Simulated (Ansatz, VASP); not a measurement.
WC: VASP beside Ansatz

```
CELL_PARAMETERS angstrom
2.65761 0.00000 0.00000
-1.32881 2.30156 0.00000
0.00000 0.00000 3.36973
ATOMIC_POSITIONS crystal
W 0.00000 0.00000 0.00000
C 0.66667 0.33333 0.50000
```

Alike in both runs: task single point; functional PBE; k mesh 24 × 24 × 18; occupations gaussian, width 0.15 eV; no spin polarisation.

```csv
,VASP,Ansatz
version,VASP 6.6.1,Ansatz 0.2.0
potentials or method,"VASP PAW PBE potentials, release 64 (W_sv, C), cutoff 520 eV","scalar-relativistic, plane waves, PAW"
valence electrons in the cell,18,18
```

|  | VASP | Ansatz | Ansatz less VASP |
| --- | --- | --- | --- |
| gap on the k mesh at the Fermi level (eV) | none | none | - |
| pressure (GPa) | 17.3 | 15.9 | -1.39 |
| traceless stress, the component that is largest in VASP (GPa) | -98.18 | -97.84 | +0.345 |

A gap of «none» marks a metal or a gap that the smearing closes.

Spin-orbit coupling is off throughout.
